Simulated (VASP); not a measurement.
A run of VASP 6.6.1 is set up as follows.

Contents of POSCAR:

```
SiNi
1.0
    4.5090239118      0.0000000000      0.0000000000
    0.0000000000      4.5090239118      0.0000000000
    0.0000000000      0.0000000000      4.5090239118
Si Ni
4 4
Direct
    0.8467441621      0.8467441621      0.8467441621
    0.6532558379      0.1532558379      0.3467441621
    0.3467441621      0.6532558379      0.1532558379
    0.1532558379      0.3467441621      0.6532558379
    0.1479129885      0.1479129885      0.1479129885
    0.3520870115      0.8520870115      0.6479129885
    0.6479129885      0.3520870115      0.8520870115
    0.8520870115      0.6479129885      0.3520870115
```

INCAR.step1

```
  ALGO = Normal
  EDIFF = 1E-4
  ENCUT = 520
  GGA = PE
  ISMEAR = 0
  LASPH = T
  LCHARG = F
  LREAL = F
  LWAVE = T
  NBANDS = 38
  NELM = 60
  PREC = Accurate
  SIGMA = 0.1
```

The input INCAR.step2:

```
  ALGO = Normal
  EDIFF = 1E-6
  ENCUT = 520
  ISIF = 2
  ISMEAR = 0
  ISTART = 1
  LASPH = T
  LCHARG = T
  LELF = T
  LMIXTAU = T
  LREAL = F
  LVHAR = T
  LWAVE = F
  METAGGA = R2SCAN
  NBANDS = 38
  NELM = 60
  PREC = Accurate
  SIGMA = 0.1
```

The input KPOINTS:

```
k-points
0
Gamma
  8 8 8
```

Potentials or basis: VASP PAW PBE potentials, release 64 (Si, Ni).

Command:

```sh
$ cat potpaw_PBE.64/Si/POTCAR potpaw_PBE.64/Ni/POTCAR > POTCAR
$ cp INCAR.step1 INCAR
$ mpirun -np 1 vasp_std > vasp.out
$ cp INCAR.step2 INCAR
$ mpirun -np 1 vasp_std > vasp.out
```

Problem. Predict the band gap on the k mesh.

Solution. Zero (band 28 reaches 12.91 eV, above the bottom of band 29 at 11.63 eV).

Problem. What does it give for the pressure?

Solution. -5.4 GPa.

Problem. Estimate the largest force.

Solution. 0.006 eV/Å.

Forces on the atoms (eV/Å):
```
Si  -0.004 -0.004 -0.004
Si   0.004  0.004 -0.004
Si  -0.004  0.004  0.004
Si   0.004 -0.004  0.004
Ni   0.002  0.002  0.002
Ni  -0.002 -0.002  0.002
Ni   0.002 -0.002 -0.002
Ni  -0.002  0.002 -0.002
```

Caveat: the PAW data sets were made with another functional, which shifts forces and pressure a little. Spin polarisation is off, so any magnetic state and its effect on volume and gap are missing.
